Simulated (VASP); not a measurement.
# Yb (Im-3m) in VASP: further runs

Runs on Yb. Level: LDA. Tasks: single point.

Everything below comes from runs of VASP 6.6.1. Logs are shortened: lines on timing, memory, paths and dates and some standing lists are left out, and cuts for length are marked.

## (1) The cell of the first run

The structure is cubic, space group Im-3m (No. 229). Conventional cell: a = 4.245 Å, b = 4.245 Å, c = 4.245 Å, α = 90.00°, β = 90.00°, γ = 90.00°. Yb (site symmetry m-3m) has 14 Yb at 3.68 to 4.24 Å within 4.8 Å.

This isn't the form of Yb at room conditions, which is fcc.

## (2) Single point, LDA, collinear spin, ferromagnetic start

File INCAR:

```
PREC = Accurate
ENCUT = 520
EDIFF = 1E-6
ISMEAR = -1
SIGMA = 0.05
LREAL = False
LASPH = True
NELM = 150
ALGO = Normal
ISIF = 2
LWAVE = False
LCHARG = False
ISPIN = 2
MAGMOM = 1
LORBIT = 11
LMAXMIX = 6
GGA = CA
NBANDS = 22
```

File KPOINTS:

```
Automatic mesh
0
Gamma
  9 9 9
```

File POSCAR:

```
Yb
1.0
   -2.1224053409      2.1224053409      2.1224053409
    2.1224053409     -2.1224053409      2.1224053409
    2.1224053409      2.1224053409     -2.1224053409
Yb
1
Direct
    0.0000000000      0.0000000000      0.0000000000
```

Potentials or basis: VASP PAW PBE potentials, release 64 (Yb).

Launch:

```
> cat potpaw_PBE.64/Yb/POTCAR > POTCAR
> mpirun -np 1 vasp_std > vasp.out
```

OUTCAR:

```text
PREC = Accurate
   ENCUT = 520
   EDIFF = 1E-6
   ISMEAR = -1
   LREAL = False
   LASPH = True
   NELM = 150
   ISIF = 2
   ISPIN = 2
   LORBIT = 11
   GGA = CA

 ion  position               nearest neighbor table
   1  0.000  0.000  0.000-

  LATTYP: Found a body centered cubic cell.
 ALAT       =     4.2448106818

  Lattice vectors:

 A1 = (  -2.1224053409,   2.1224053409,   2.1224053409)
 A2 = (   2.1224053409,  -2.1224053409,   2.1224053409)
 A3 = (   2.1224053409,   2.1224053409,  -2.1224053409)

Analysis of symmetry for initial positions (statically):
=====================================================================
 Subroutine PRICEL returns:
 Original cell was already a primitive cell.

 Routine SETGRP: Setting up the symmetry group for a
 body centered cubic supercell.

 Subroutine GETGRP returns: Found 48 space group operations
 (whereof 48 operations were pure point group operations)
 out of a pool of 48 trial point group operations.

The static configuration has the point symmetry O_h .

Analysis of symmetry for dynamics (positions and initial velocities):
=====================================================================
 Subroutine PRICEL returns:
 Original cell was already a primitive cell.

 Routine SETGRP: Setting up the symmetry group for a
 body centered cubic supercell.

 Subroutine GETGRP returns: Found 48 space group operations
 (whereof 48 operations were pure point group operations)
 out of a pool of 48 trial point group operations.

The dynamic configuration has the point symmetry O_h .

Analysis of structural, dynamic, and magnetic symmetry:
=====================================================================
 Subroutine PRICEL returns:
 Original cell was already a primitive cell.

 Routine SETGRP: Setting up the symmetry group for a
 body centered cubic supercell.

 Subroutine GETGRP returns: Found 48 space group operations
 (whereof 48 operations were pure point group operations)
 out of a pool of 48 trial point group operations.

The overall configuration has the point symmetry O_h .

 Subroutine INISYM returns: Found 48 space group operations
 (whereof 48 operations are pure point group operations),
 and found     1 'primitive' translations

----------------------------------------------------------------------------------------

                                     Primitive cell

  volume of cell :      38.2424

  direct lattice vectors                    reciprocal lattice vectors
    -2.122405341  2.122405341  2.122405341     0.000000000  0.235581767  0.235581767
     2.122405341 -2.122405341  2.122405341     0.235581767  0.000000000  0.235581767
     2.122405341  2.122405341 -2.122405341     0.235581767  0.235581767  0.000000000

  length of vectors
     3.676113885  3.676113885  3.676113885     0.333162930  0.333162930  0.333162930

  position of ions in fractional coordinates (direct lattice)
     0.000000000  0.000000000  0.000000000

  ion indices of the primitive-cell ions
   primitive index   ion index
                 1           1

----------------------------------------------------------------------------------------

 KPOINTS: Automatic mesh

Automatic generation of k-mesh.
 Grid dimensions read from file:
 generate k-points for:    9    9    9

 Generating k-lattice:

  Cartesian coordinates                     Fractional coordinates (reciprocal lattice)
     0.000000000  0.026175752  0.026175752     0.111111111  0.000000000  0.000000000
     0.026175752  0.000000000  0.026175752     0.000000000  0.111111111  0.000000000
     0.026175752  0.026175752  0.000000000     0.000000000  0.000000000  0.111111111

  Length of vectors
     0.037018103  0.037018103  0.037018103

  Shift w.r.t. Gamma in fractional coordinates (k-lattice)
     0.000000000  0.000000000  0.000000000

 Subroutine IBZKPT returns following result:
 ===========================================

 Found     35 irreducible k-points:

 Following reciprocal coordinates:
            Coordinates               Weight
  0.000000  0.000000  0.000000      1.000000
  0.111111  0.000000  0.000000     12.000000
  0.222222  0.000000  0.000000     12.000000
  0.333333  0.000000  0.000000     12.000000
  0.444444  0.000000  0.000000     12.000000
  0.111111  0.111111  0.000000     24.000000
[... 16 lines left out ...]
 -0.333333  0.444444  0.111111     48.000000
 -0.444444 -0.444444  0.111111     24.000000
 [... further k-points ...]
   k-points           NKPTS =     35   k-points in BZ     NKDIM =     35   number of bands    NBANDS=     22
   number of dos      NEDOS =    301   number of ions     NIONS =      1
   total plane-waves  NPLWV =  21952
   dimension x,y,z NGX =    28 NGY =   28 NGZ =   28
   dimension x,y,z NGXF=    56 NGYF=   56 NGZF=   56
   ions per type =               1
   NGX,Y,Z   is equivalent  to a cutoff of  12.66, 12.66, 12.66 a.u.
   NGXF,Y,Z  is equivalent  to a cutoff of  25.33, 25.33, 25.33 a.u.
 SYSTEM =  unknown system
   PREC   = accura    normal or accurate (medium, high low for compatibility)
   ISTART =      0    job   : 0-new  1-cont  2-samecut
   ICHARG =      2    charge: 1-file 2-atom 10-const
   ISPIN  =      2    spin polarized calculation?
   LNONCOLLINEAR =      F non collinear calculations
   LSORBIT =      F    spin-orbit coupling
   LASPH  =      T    aspherical Exc in radial PAW
   ENCUT  =  520.0 eV  38.22 Ry    6.18 a.u.   6.84  6.84  6.84*2*pi/ulx,y,z
   NELM   =    150;   NELMIN=  2; NELMDL= -5     # of ELM steps
   EDIFF  = 0.1E-05   stopping-criterion for ELM
   LREAL  =      F    real-space projection
   EDIFFG = 0.1E-04   stopping-criterion for IOM
   NSW    =      0    number of steps for IOM
   IBRION =     -1    ionic relax: 0-MD 1-quasi-New 2-CG
   NFREE  =      0    steps in history (QN), initial steepest desc. (CG)
   ISIF   =      2    stress and relaxation
   ISYM   =      2    0-nonsym 1-usesym 2-fastsym
   POTIM  = 0.5000    time-step for ionic-motion
   TEBEG  =    0.0;   TEEND  =   0.0 temperature during run
   PSTRESS=    0.0 pullay stress
   NELECT =      24.0000    total number of electrons
   NUPDOWN=      -1.0000    fix difference up-down
   EMIN   =  10.00;   EMAX   =-10.00  energy-range for DOS
   EFERMI =   0.00;   METHOD = LEGACY
   ISMEAR =    -1;   SIGMA  =   0.05  broadening in eV -4-tet -1-fermi 0-gaus
   EFERMI_NEDOS =   21; number of points for ismear=-14 and -15
   IALGO  =     38    algorithm
   IMIX   =      4    mixing-type and parameters
     AMIX     =   0.40;   BMIX     =  1.00
     AMIX_MAG =   1.60;   BMIX_MAG =  1.00
  volume/ion in A,a.u.               =      38.24       258.07
  Fermi-wavevector in a.u.,A,eV,Ry     =   1.401620  2.648678 26.729166  1.964538
  Thomas-Fermi vector in A             =   2.524463
   LORBIT       =     11    0 simple, 1 ext, 2 COOP (PROOUT), +10 PAW based schemes
   GGA     = CA    functional components
   LHFCALC =     F    Hartree Fock is set to
   AEXX    =    0.0000 exact exchange contribution
   IVDW    =     0    specifies the selected vdW correction
   LEPSILON=     F    determine dielectric tensor
   LRPA    =     F    only Hartree local field effects (RPA)
 spin polarized calculation
  energy-cutoff  :      520.00
  volume of cell :       38.24
 maximum number of plane-waves:      1055
   NGX = 13   NGY = 13   NGZ = 13

 number of electron      24.0000017 magnetization       0.0002190

 number of electron      24.0000017 magnetization      -0.0002364

 Free energy of the ion-electron system (eV)
  ---------------------------------------------------
  ext. energy  EPLUGINS =         0.00000000
  ---------------------------------------------------
  free energy    TOTEN  =        -4.04659516 eV

  energy without entropy =       -4.03358109  energy(sigma->0) =       -4.04008813

 E-fermi :   1.0958     XC(G=0):  -9.4788

 val. band max:        1.0710014360   @ k =  -0.4444  -0.4444   0.2222
 cond. band min:       1.1056203147   @ k =   0.2222   0.2222   0.2222
 fundamental gap:      0.0346188788
 Fermi energy:         1.0957541407

 spin component 1

 k-point     1 :       0.0000    0.0000    0.0000
  band No.  band energies     occupation
      1     -50.3855      1.00000
      2     -22.7883      1.00000
      3     -22.7883      1.00000
      4     -22.7883      1.00000
      5      -3.8916      1.00000
      6       0.6577      0.99984
[... 14 lines left out ...]
     21      17.1011      0.00000
     22      17.1011      0.00000

 k-point     2 :       0.1111    0.0000    0.0000
  band No.  band energies     occupation
      1     -50.3838      1.00000
      2     -22.8229      1.00000
      3     -22.7996      1.00000
      4     -22.7882      1.00000
      5      -3.6070      1.00000
      6       0.6592      0.99984
[... 14 lines left out ...]
     21      15.1512      0.00000
     22      15.1987      0.00000
[... 523 lines left out ...]
     21      14.7671      0.00000
     22      16.9165      0.00000

 k-point    24 :      -0.4444   -0.4444    0.1111
  band No.  band energies     occupation
      1     -50.3686      1.00000
      2     -23.0462      1.00000
      3     -22.9271      1.00000
      4     -22.8341      1.00000
      5       0.1713      1.00000
      6       0.6649      0.99982
[... 14 lines left out ...]
     21      15.0672      0.00000
     22      16.5568      0.00000

 [... further k-points ...]

 spin component 2

 k-point     1 :       0.0000    0.0000    0.0000
  band No.  band energies     occupation
      1     -50.3856      1.00000
      2     -22.7884      1.00000
      3     -22.7884      1.00000
      4     -22.7884      1.00000
      5      -3.8915      1.00000
      6       0.6574      0.99984
[... 14 lines left out ...]
     21      17.1012      0.00000
     22      17.1012      0.00000

 k-point     2 :       0.1111    0.0000    0.0000
  band No.  band energies     occupation
      1     -50.3839      1.00000
      2     -22.8230      1.00000
      3     -22.7997      1.00000
      4     -22.7883      1.00000
      5      -3.6068      1.00000
      6       0.6589      0.99984
[... 14 lines left out ...]
     21      15.1513      0.00000
     22      15.1988      0.00000
[... 523 lines left out ...]
     21      14.7672      0.00000
     22      16.9166      0.00000

 k-point    24 :      -0.4444   -0.4444    0.1111
  band No.  band energies     occupation
      1     -50.3687      1.00000
      2     -23.0462      1.00000
      3     -22.9271      1.00000
      4     -22.8342      1.00000
      5       0.1714      1.00000
      6       0.6646      0.99982
[... 14 lines left out ...]
     21      15.0673      0.00000
     22      16.5569      0.00000

 [... further k-points ...]

------------------------ aborting loop because EDIFF is reached ----------------------------------------

  FORCE on cell =-STRESS in cart. coord.  units (eV):
  Direction    XX          YY          ZZ          XY          YZ          ZX
  --------------------------------------------------------------------------------------
  -------------------------------------------------------------------------------------
  Total       -0.9997215     -0.9997215     -0.9997215     -0.0000000     -0.0000000      0.0000000
  in kB      -41.8836601    -41.8836601    -41.8836601     -0.0000000     -0.0000000      0.0000000
  external PRESSURE =     -41.8836601 kB  Pullay stress =       0.0000000 kB

 VOLUME and BASIS-vectors are now :
 -----------------------------------------------------------------------------
  energy-cutoff  :      520.00
  volume of cell :       38.24
      direct lattice vectors                 reciprocal lattice vectors
    -2.122405341  2.122405341  2.122405341     0.000000000  0.235581767  0.235581767
     2.122405341 -2.122405341  2.122405341     0.235581767  0.000000000  0.235581767
     2.122405341  2.122405341 -2.122405341     0.235581767  0.235581767  0.000000000

 POSITION                                       TOTAL-FORCE (eV/Angst)
 -----------------------------------------------------------------------------------
      0.00000      0.00000      0.00000         0.000000     -0.000000      0.000000
 -----------------------------------------------------------------------------------
    total drift:                                0.000000     -0.000000      0.000000

  FREE ENERGIE OF THE ION-ELECTRON SYSTEM (eV)
  ---------------------------------------------------
  free  energy   TOTEN  =        -4.0465951634 eV

  energy  without entropy=       -4.0335810934  energy(sigma->0) =       -4.04008813

 total charge

# of ion       s       p       d       f       tot
--------------------------------------------------
    1        2.223   5.934   0.244  13.638  22.038

 magnetization (x)

# of ion       s       p       d       f       tot
--------------------------------------------------
    1       -0.000   0.000   0.000  -0.000  -0.000
```

Wall time 4.7 min (1 thread of Oxide Virtual Turin-like, shared host); peak memory 0.16 GiB.

What came out:

- Free energy: -4.0466 eV
- Pressure: -4.2 GPa
- Band gap on the k mesh: zero (filled and empty bands overlap)
- Net moment: 0.00 μB per cell
- Valence electrons inside the program's atomic spheres: Yb 22.04

Caveat: the cell stands under tension; the PAW data sets were made with another functional, which shifts forces and pressure a little; spin-orbit coupling is left out, which moves the levels of the heavy elements.

## (3) Single point, LDA, collinear spin, ferromagnetic start

This run uses another cell than the first one, of 39.04 Å³/atom.

INCAR, as its differences from that of step 2:

```diff
@@ -8,6 +8,6 @@
 NELM = 150
-ALGO = Normal
+ALGO = Fast
 ISIF = 2
 LWAVE = False
-LCHARG = False
+LCHARG = True
 ISPIN = 2
@@ -17,2 +17,4 @@
 GGA = CA
+LELF = True
+LVHAR = True
 NBANDS = 22
```

File KPOINTS:

```
regular mesh
0
Gamma
  9 9 9
```

File POSCAR:

```
Yb
1.0
   -2.1370430817      2.1370430817      2.1370430817
    2.1370430817     -2.1370430817      2.1370430817
    2.1370430817      2.1370430817     -2.1370430817
Yb
1
Direct
    0.0000000000      0.0000000000      0.0000000000
```

Potentials or basis: VASP PAW PBE potentials, release 64 (Yb).

Launch:

```
> cat potpaw_PBE.64/Yb/POTCAR > POTCAR
> mpirun -np 1 vasp_std > vasp.out
```

It took 6.1 min on 1 thread of Oxide Virtual Turin-like, shared host; peak memory 0.16 GiB.

It converged, with:

| Item | Value |
| --- | --- |
| Free energy | -4.0236 eV |
| Pressure | -4.0 GPa |
| Band gap on the k mesh | zero (filled and empty bands overlap) |
| Net moment | 0.00 μB per cell |
| Valence electrons inside the program's atomic spheres | Yb 22.03 |

Levels at points of the mesh, in eV from the Fermi level:
Spin up:
| k point | band 9 | band 10 | band 11 | band 12 | band 13 | band 14 | band 15 | band 16 |
| --- | --- | --- | --- | --- | --- | --- | --- | --- |
| (0.00, 0.00, 0.00) | -0.32 | -0.32 | -0.32 | -0.29 | 2.68 | 2.68 | 2.68 | 4.47 |
Spin down:
```csv
k point,band 9,band 10,band 11,band 12,band 13,band 14,band 15,band 16
"(0.00, 0.00, 0.00)",-0.32,-0.32,-0.32,-0.29,2.68,2.68,2.68,4.47
```

Caveat: the cell stands under tension; the PAW data sets were made with another functional, which shifts forces and pressure a little; spin-orbit coupling is left out, which moves the levels of the heavy elements. The state reached can hang on the start; a lower one may exist.

## (4) Single point, LDA, collinear spin, ferromagnetic start

This run uses another cell than the first one, of 39.84 Å³/atom.

File INCAR:

```
SYSTEM = Yb
  PREC = Accurate
  ENCUT = 520
  EDIFF = 1E-6
  ISMEAR = -1
  SIGMA = 0.05
  LREAL = .False.
  LASPH = .True.
  NELM = 150
  ALGO = Normal
  ISIF = 2
  LWAVE = .False.
  LCHARG = .False.
  ISPIN = 2
  MAGMOM = 1
  LORBIT = 11
  LMAXMIX = 6
  GGA = CA
  NBANDS = 22
```

File KPOINTS:

```
Automatic mesh
0
Gamma
  9 9 9
  0 0 0
```

File POSCAR:

```
Yb
1.0
   -2.1514830000      2.1514830000      2.1514830000
    2.1514830000     -2.1514830000      2.1514830000
    2.1514830000      2.1514830000     -2.1514830000
Yb
1
Direct
    0.0000000000      0.0000000000      0.0000000000
```

Launch:

```
> cat potpaw_PBE.64/Yb/POTCAR > POTCAR
> mpirun -np 1 vasp_std > vasp.out
```

Wall time 3.9 min (1 thread of Oxide Virtual Turin-like, shared host); peak memory 0.16 GiB.

It converged, with:

* Free energy: -3.9998 eV
* Pressure: -3.7 GPa
* Band gap on the k mesh: zero (filled and empty bands overlap)
* Net moment: 0.00 μB per cell
* Valence electrons inside the program's atomic spheres: Yb 22.03

Levels at points of the mesh, in eV from the Fermi level:
Spin up:
| k point | band 8 | band 9 | band 10 | band 11 | band 12 | band 13 | band 14 | band 15 | band 16 | band 17 |
| --- | --- | --- | --- | --- | --- | --- | --- | --- | --- | --- |
| (0.00, 0.00, 0.00) | -0.43 | -0.32 | -0.32 | -0.32 | -0.29 | 2.66 | 2.66 | 2.66 | 4.42 | 4.42 |
Spin down:
```
           k point  band 9  band 10  band 11  band 12  band 13  band 14  band 15  band 16
(0.00, 0.00, 0.00)   -0.32    -0.32    -0.32    -0.29     2.66     2.66     2.66     4.42
```

Caveat: the cell stands under tension; the PAW data sets were made with another functional, which shifts forces and pressure a little; spin-orbit coupling is left out, which moves the levels of the heavy elements. The state reached can hang on the start; a lower one may exist.

(Part 1 of 2 ends here.)

The gap in the log of VASP goes by the Fermi energy; the results here count the filled bands.